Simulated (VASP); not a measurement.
# BaS in VASP: single point with PBEsol

Aim: the single point of BaS with PBEsol.

All numbers are computed with VASP 6.6.1; they aren't measurements. Logs are shortened: lines on timing, memory, paths and dates and some standing lists are left out, and cuts for length are marked.

## (1) The cell of the first run

The cell holds a wire or tube with vacuum around it, 4 atoms: a = 12.000 Å, b = 9.300 Å, c = 5.699 Å, α = 90.00°, β = 90.00°, γ = 90.00°.

## (2) Single point, PBEsol, collinear spin

The input, INCAR:

```
PREC = Accurate
ENCUT = 520
EDIFF = 1E-7
ISMEAR = 0
SIGMA = 0.05
LREAL = False
LASPH = True
NELM = 150
ALGO = Normal
ISIF = 2
LWAVE = False
LCHARG = False
ISPIN = 2
MAGMOM = 0.5 0.5 0.5 0.5
LORBIT = 11
GGA = PS
NBANDS = 28
```

The input, KPOINTS:

```
Automatic mesh
0
Gamma
  1 1 12
```

The input, POSCAR:

```
BaS
1.0
   12.0000000000      0.0000000000      0.0000000000
    0.0000000000      9.3000000000      0.0000000000
    0.0000000000      0.0000000000      5.6993413917
Ba S
2 2
Direct
    0.3753269071      0.5000000000      0.0000000000
    0.6246730929      0.5000000000      0.5000000000
    0.3753269071      0.5000000000      0.5000000000
    0.6246730929      0.5000000000      0.0000000000
```

Potentials or basis: VASP PAW PBE potentials, release 64 (Ba_sv, S).

On the command line:

```
$ cat potpaw_PBE.64/Ba_sv/POTCAR potpaw_PBE.64/S/POTCAR > POTCAR
$ mpirun -np 1 vasp_std > vasp.out
```

OUTCAR:

```text
PREC = Accurate
   ENCUT = 520
   EDIFF = 1E-7
   ISMEAR = 0
   LREAL = False
   LASPH = True
   NELM = 150
   ISIF = 2
   ISPIN = 2
   LORBIT = 11
   GGA = PS

 ion  position               nearest neighbor table
   1  0.375  0.500  0.000-   3 2.85   3 2.85   4 2.99   2 4.13   2 4.13
   2  0.625  0.500  0.500-   4 2.85   4 2.85   3 2.99   1 4.13   1 4.13
   3  0.375  0.500  0.500-   1 2.85   1 2.85   2 2.99
   4  0.625  0.500  0.000-   2 2.85   2 2.85   1 2.99

  LATTYP: Found a simple orthorhombic cell.
 ALAT       =     5.6993413917
 B/A-ratio  =     1.6317674905
 C/A-ratio  =     2.1055064393

  Lattice vectors:

 A1 = (   0.0000000000,   0.0000000000,  -5.6993413917)
 A2 = (   0.0000000000,   9.3000000000,   0.0000000000)
 A3 = (  12.0000000000,   0.0000000000,   0.0000000000)

Analysis of symmetry for initial positions (statically):
=====================================================================
 Subroutine PRICEL returns:
 Original cell was already a primitive cell.

 Routine SETGRP: Setting up the symmetry group for a
 simple orthorhombic supercell.

 Subroutine GETGRP returns: Found  8 space group operations
 (whereof  4 operations were pure point group operations)
 out of a pool of  8 trial point group operations.

The static configuration has the point symmetry C_2v.
 The point group associated with its full space group is D_2h.

Analysis of symmetry for dynamics (positions and initial velocities):
=====================================================================
 Subroutine PRICEL returns:
 Original cell was already a primitive cell.

 Routine SETGRP: Setting up the symmetry group for a
 simple orthorhombic supercell.

 Subroutine GETGRP returns: Found  8 space group operations
 (whereof  4 operations were pure point group operations)
 out of a pool of  8 trial point group operations.

The dynamic configuration has the point symmetry C_2v.
 The point group associated with its full space group is D_2h.

Analysis of structural, dynamic, and magnetic symmetry:
=====================================================================
 Subroutine PRICEL returns:
 Original cell was already a primitive cell.

 Routine SETGRP: Setting up the symmetry group for a
 simple orthorhombic supercell.

 Subroutine GETGRP returns: Found  8 space group operations
 (whereof  4 operations were pure point group operations)
 out of a pool of  8 trial point group operations.

The overall configuration has the point symmetry C_2v.
 The point group associated with its full space group is D_2h.

 Subroutine INISYM returns: Found  8 space group operations
 (whereof  4 operations are pure point group operations),
 and found     1 'primitive' translations

----------------------------------------------------------------------------------------

                                     Primitive cell

  volume of cell :     636.0465

  direct lattice vectors                    reciprocal lattice vectors
    12.000000000  0.000000000  0.000000000     0.083333333  0.000000000  0.000000000
     0.000000000  9.300000000  0.000000000     0.000000000  0.107526882  0.000000000
     0.000000000  0.000000000  5.699341392     0.000000000  0.000000000  0.175458870

  length of vectors
    12.000000000  9.300000000  5.699341392     0.083333333  0.107526882  0.175458870

  position of ions in fractional coordinates (direct lattice)
     0.375326907  0.500000000  0.000000000
     0.624673093  0.500000000  0.500000000
     0.375326907  0.500000000  0.500000000
     0.624673093  0.500000000  0.000000000

  ion indices of the primitive-cell ions
   primitive index   ion index
                 1           1
                 2           2
                 3           3
                 4           4

----------------------------------------------------------------------------------------

 KPOINTS: Automatic mesh

Automatic generation of k-mesh.
 Grid dimensions read from file:
 generate k-points for:    1    1   12

 Generating k-lattice:

  Cartesian coordinates                     Fractional coordinates (reciprocal lattice)
     0.083333333  0.000000000  0.000000000     1.000000000  0.000000000  0.000000000
     0.000000000  0.107526882  0.000000000     0.000000000  1.000000000  0.000000000
     0.000000000  0.000000000  0.014621572     0.000000000  0.000000000  0.083333333

  Length of vectors
     0.083333333  0.107526882  0.014621572

  Shift w.r.t. Gamma in fractional coordinates (k-lattice)
     0.000000000  0.000000000  0.000000000

 Subroutine IBZKPT returns following result:
 ===========================================

 Found      7 irreducible k-points:

 Following reciprocal coordinates:
            Coordinates               Weight
  0.000000  0.000000  0.000000      1.000000
  0.000000  0.000000  0.083333      2.000000
  0.000000  0.000000  0.166667      2.000000
  0.000000  0.000000  0.250000      2.000000
  0.000000  0.000000  0.333333      2.000000
  0.000000  0.000000  0.416667      2.000000
  0.000000  0.000000  0.500000      1.000000
   k-points           NKPTS =      7   k-points in BZ     NKDIM =      7   number of bands    NBANDS=     28
   number of dos      NEDOS =    301   number of ions     NIONS =      4
   total plane-waves  NPLWV = 264600
   dimension x,y,z NGX =    90 NGY =   70 NGZ =   42
   dimension x,y,z NGXF=   180 NGYF=  140 NGZF=   84
   ions per type =               2   2
   NGX,Y,Z   is equivalent  to a cutoff of  12.47, 12.51, 12.25 a.u.
   NGXF,Y,Z  is equivalent  to a cutoff of  24.94, 25.03, 24.50 a.u.
 SYSTEM =  unknown system
   PREC   = accura    normal or accurate (medium, high low for compatibility)
   ISTART =      0    job   : 0-new  1-cont  2-samecut
   ICHARG =      2    charge: 1-file 2-atom 10-const
   ISPIN  =      2    spin polarized calculation?
   LNONCOLLINEAR =      F non collinear calculations
   LSORBIT =      F    spin-orbit coupling
   LASPH  =      T    aspherical Exc in radial PAW
   ENCUT  =  520.0 eV  38.22 Ry    6.18 a.u.  22.31 17.29 10.60*2*pi/ulx,y,z
   NELM   =    150;   NELMIN=  2; NELMDL= -5     # of ELM steps
   EDIFF  = 0.1E-06   stopping-criterion for ELM
   LREAL  =      F    real-space projection
   EDIFFG = 0.1E-05   stopping-criterion for IOM
   NSW    =      0    number of steps for IOM
   IBRION =     -1    ionic relax: 0-MD 1-quasi-New 2-CG
   NFREE  =      0    steps in history (QN), initial steepest desc. (CG)
   ISIF   =      2    stress and relaxation
   ISYM   =      2    0-nonsym 1-usesym 2-fastsym
   POTIM  = 0.5000    time-step for ionic-motion
   TEBEG  =    0.0;   TEEND  =   0.0 temperature during run
   PSTRESS=    0.0 pullay stress
   NELECT =      32.0000    total number of electrons
   NUPDOWN=      -1.0000    fix difference up-down
   EMIN   =  10.00;   EMAX   =-10.00  energy-range for DOS
   EFERMI =   0.00;   METHOD = LEGACY
   ISMEAR =     0;   SIGMA  =   0.05  broadening in eV -4-tet -1-fermi 0-gaus
   EFERMI_NEDOS =   21; number of points for ismear=-14 and -15
   IALGO  =     38    algorithm
   IMIX   =      4    mixing-type and parameters
     AMIX     =   0.40;   BMIX     =  1.00
     AMIX_MAG =   1.60;   BMIX_MAG =  1.00
  volume/ion in A,a.u.               =     159.01      1073.06
  Fermi-wavevector in a.u.,A,eV,Ry     =   0.604359  1.142073  4.969530  0.365250
  Thomas-Fermi vector in A             =   1.657683
   LORBIT       =     11    0 simple, 1 ext, 2 COOP (PROOUT), +10 PAW based schemes
   GGA     = PS    functional components
   LHFCALC =     F    Hartree Fock is set to
   AEXX    =    0.0000 exact exchange contribution
   IVDW    =     0    specifies the selected vdW correction
   LEPSILON=     F    determine dielectric tensor
   LRPA    =     F    only Hartree local field effects (RPA)
 spin polarized calculation
 Gauss-broadening in eV      SIGMA  =   0.05
  energy-cutoff  :      520.00
  volume of cell :      636.05
 maximum number of plane-waves:     17162
 NGX is ok and might be reduce to    90
   NGX = 45   NGY = 35   NGZ = 21

 number of electron      31.9999998 magnetization       0.0000158

 number of electron      31.9999998 magnetization      -0.0000083

 Free energy of the ion-electron system (eV)
  ---------------------------------------------------
  ext. energy  EPLUGINS =         0.00000000
  ---------------------------------------------------
  free energy    TOTEN  =       -17.85397032 eV

  energy without entropy =      -17.85397032  energy(sigma->0) =      -17.85397032

 E-fermi :  -1.8825     XC(G=0):  -2.7283

 val. band max:       -2.1473778338   @ k =   0.0000   0.0000   0.0000
 cond. band min:      -0.4842699931   @ k =   0.0000   0.0000   0.0000
 fundamental gap:      1.6631078407
 Fermi energy:        -1.8824973116

 spin component 1

 k-point     1 :       0.0000    0.0000    0.0000
  band No.  band energies     occupation
      1     -29.5783      1.00000
      2     -29.5351      1.00000
      3     -15.1215      1.00000
      4     -15.0057      1.00000
      5     -14.9478      1.00000
      6     -14.9437      1.00000
[... 20 lines left out ...]
     27       2.0422      0.00000
[... 163 lines left out ...]
      5     -14.9698      1.00000
      6     -14.9698      1.00000
[... 20 lines left out ...]
     27       3.0509      0.00000
     28       3.0514      0.00000
 Fermi energy:        -1.8824973116

 spin component 2

 k-point     1 :       0.0000    0.0000    0.0000
  band No.  band energies     occupation
      1     -29.5783      1.00000
      2     -29.5351      1.00000
      3     -15.1215      1.00000
      4     -15.0057      1.00000
      5     -14.9478      1.00000
      6     -14.9437      1.00000
[... 20 lines left out ...]
     27       2.0422      0.00000
[... 164 lines left out ...]
      6     -14.9698      1.00000
[... 20 lines left out ...]
     27       3.0486      0.00000
     28       3.0487      0.00000

------------------------ aborting loop because EDIFF is reached ----------------------------------------

  FORCE on cell =-STRESS in cart. coord.  units (eV):
  Direction    XX          YY          ZZ          XY          YZ          ZX
  --------------------------------------------------------------------------------------
  -------------------------------------------------------------------------------------
  Total       -0.9817151      0.0747453      8.1667280      0.0000000      0.0000000      0.0000000
  in kB       -2.4729035      0.1882807     20.5716822      0.0000000      0.0000000      0.0000000
  external PRESSURE =       6.0956865 kB  Pullay stress =       0.0000000 kB

 VOLUME and BASIS-vectors are now :
 -----------------------------------------------------------------------------
  energy-cutoff  :      520.00
  volume of cell :      636.05
      direct lattice vectors                 reciprocal lattice vectors
    12.000000000  0.000000000  0.000000000     0.083333333  0.000000000  0.000000000
     0.000000000  9.300000000  0.000000000     0.000000000  0.107526882  0.000000000
     0.000000000  0.000000000  5.699341392     0.000000000  0.000000000  0.175458870

 POSITION                                       TOTAL-FORCE (eV/Angst)
 -----------------------------------------------------------------------------------
      4.50392      4.65000      0.00000         0.046395      0.000000      0.000000
      7.49608      4.65000      2.84967        -0.046395      0.000000      0.000000
      4.50392      4.65000      2.84967         0.288298      0.000000      0.000000
      7.49608      4.65000      0.00000        -0.288298      0.000000      0.000000
 -----------------------------------------------------------------------------------
    total drift:                                0.000000      0.000000     -0.000000

  FREE ENERGIE OF THE ION-ELECTRON SYSTEM (eV)
  ---------------------------------------------------
  free  energy   TOTEN  =       -17.8539703239 eV

  energy  without entropy=      -17.8539703239  energy(sigma->0) =      -17.85397032

 total charge

# of ion       s       p       d       tot
------------------------------------------
    1        2.010   5.596   0.368   7.975
    2        2.010   5.596   0.368   7.975
    3        1.325   2.414   0.000   3.739
    4        1.325   2.414   0.000   3.739
--------------------------------------------------
tot          6.670  16.019   0.736  23.426

 magnetization (x)

# of ion       s       p       d       tot
------------------------------------------
    1       -0.000   0.000  -0.000  -0.000
    2       -0.000   0.000  -0.000  -0.000
    3        0.000  -0.000   0.000  -0.000
    4        0.000  -0.000   0.000  -0.000
--------------------------------------------------
tot         -0.000   0.000  -0.000  -0.000
```

Wall time 6.1 min (1 thread of Intel Xeon Platinum 8488C (Sapphire Rapids), shared host); peak memory 0.87 GiB.

Results:

* Free energy: -17.8540 eV
* Largest force: 0.288 eV/Å
* Band gap on the k mesh: 1.66 eV
* Net moment: 0.00 μB per cell
* Valence electrons inside the program's atomic spheres: Ba 7.97; S 3.74

Forces in eV/Å, atoms in the order of the input:
```
Ba   0.046  0.000  0.000
Ba  -0.046  0.000  0.000
S    0.288  0.000  0.000
S   -0.288  0.000  0.000
```

Caveat: the PAW data sets were made with another functional, which shifts forces and pressure a little; spin-orbit coupling is left out, which moves the levels of the heavy elements.
